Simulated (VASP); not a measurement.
A run of VASP 6.6.1 is set up as follows.

POSCAR

```
NaCdI3
1.0
    5.8381588952      0.0000000000      0.0000000000
    0.0000000000      5.8381588952      0.0000000000
    0.0000000000      0.0000000000      5.8381588952
Na Cd I
1 1 3
Direct
    0.0000000000      0.0000000000      0.0000000000
    0.5000000000      0.5000000000      0.5000000000
    0.5000000000      0.5000000000      0.0000000000
    0.5000000000      0.0000000000      0.5000000000
    0.0000000000      0.5000000000      0.5000000000
```

Contents of INCAR.step1:

```
SYSTEM = NaCdI3
  PREC = Accurate
  ENCUT = 600
  ISMEAR = -1
  SIGMA = 0.03
  LREAL = .False.
  LASPH = .True.
  NELM = 60
  GGA = PE
  ALGO = Normal
  EDIFF = 1E-4
  LWAVE = .True.
  LCHARG = .False.
```

INCAR.step2

```
SYSTEM = NaCdI3
  PREC = Accurate
  ENCUT = 600
  EDIFF = 1E-6
  ISMEAR = -1
  SIGMA = 0.03
  LREAL = .False.
  LASPH = .True.
  NELM = 60
  ALGO = Normal
  ISIF = 3
  LWAVE = .False.
  LCHARG = .False.
  METAGGA = R2SCAN
  LMIXTAU = .True.
  LUSE_VDW = .True.
  IVDW_NL = 2
  BPARAM = 11.95
  CPARAM = 0.0093
  IBRION = 2
  NSW = 100
  EDIFFG = -0.01
  ISTART = 1
```

KPOINTS

```
regular mesh
0
Gamma
  4 4 4
  0 0 0
```

Potentials or basis: VASP PAW PBE potentials, release 64 (Na_pv, Cd, I).

Command:

```bash
$ cat potpaw_PBE.64/Na_pv/POTCAR potpaw_PBE.64/Cd/POTCAR potpaw_PBE.64/I/POTCAR > POTCAR
$ cp INCAR.step1 INCAR
$ mpirun -np 1 vasp_std > vasp.out
$ cp INCAR.step2 INCAR
$ mpirun -np 1 vasp_std > vasp.out
```

(1) What does it give for the relaxed cell?

(2) What does it give for the relaxed volume?

(3) Estimate the band gap on the k mesh.

Results:

(1) a = 5.885 Å, b = 5.885 Å, c = 5.885 Å, α = 90.00°, β = 90.00°, γ = 90.00°.

(2) 40.75 Å³/atom.

(3) 0.17 eV (least direct gap 0.74 eV).

Caveat: the PAW data sets were made with another functional, which shifts forces and pressure a little; spin-orbit coupling is left out, which moves the levels of the heavy elements.
